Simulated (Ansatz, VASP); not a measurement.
Ba in VASP and in Ansatz

The input INCAR:

```
PREC     = Accurate       # precision mode
ENCUT    = 520            # plane-wave cutoff, eV
EDIFF    = 1E-7           # SCF threshold, eV
ISMEAR   = -1             # smearing method
SIGMA    = 0.1            # smearing width, eV
LREAL    = False          # projectors in reciprocal space
LASPH    = True           # aspherical terms in the spheres
NELM     = 80             # most SCF steps
ALGO     = Normal         # electronic algorithm
ISIF     = 2              # what is computed and relaxed
LWAVE    = False          # write WAVECAR
LCHARG   = False          # write CHGCAR
GGA      = RE             # functional
NBANDS   = 11             # bands
```

File KPOINTS:

```
Automatic mesh
0
Gamma
  14 14 14
```

POSCAR

```
Ba
1.0
    0.0000000000      3.3239526862      3.3239526862
    3.3239526862      0.0000000000      3.3239526862
    3.3239526862      3.3239526862      0.0000000000
Ba
1
Direct
    0.0000000000      0.0000000000      0.0000000000
```

Input for Ansatz:

```yaml
crystal:
  lattice:
    - [0.0, 3.3239526862, 3.3239526862]
    - [3.3239526862, 0.0, 3.3239526862]
    - [3.3239526862, 3.3239526862, 0.0]
  atoms:
    - { symbol: Ba, position: [0.0, 0.0, 0.0] }
hamiltonian:
  xc: revpbe
  pseudopotentials:
    kind: paw
    azcp:
      Ba: "pseudopotentials/Ba.paw.azcp"
basis:
  ecutwfc: 420
  fft_grid_basis: typed
kpoints:
  mp_grid: { grid: [14, 14, 14], shift: [0, 0, 0] }
magnetization:
  spin_polarized: false
scf:
  occupations: { method: fermi_dirac, width: 0.1 }
output:
  stress: true
```

Alike in both runs: task single point; functional revPBE; k mesh 14 × 14 × 14; occupations fermi-dirac, width 0.1 eV; no spin polarisation.

|  | VASP | Ansatz |
| --- | --- | --- |
| version | VASP 6.6.1 | Ansatz 0.2.0 |
| potentials or method | VASP PAW PBE potentials, release 64 (Ba_sv), cutoff 520 eV | plane waves (420 eV) with PAW, scalar-relativistic |
| valence electrons in the cell | 10 | 10 |

|  | VASP | Ansatz | Ansatz less VASP |
| --- | --- | --- | --- |
| pressure (GPa) | -0.5 | -0.5 | -0.02 |

VASP's potentials were made for PBE, not for revPBE. With one functional, cell and mesh, what is left measures potentials, basis and numerics.

Spin-orbit coupling is off throughout.
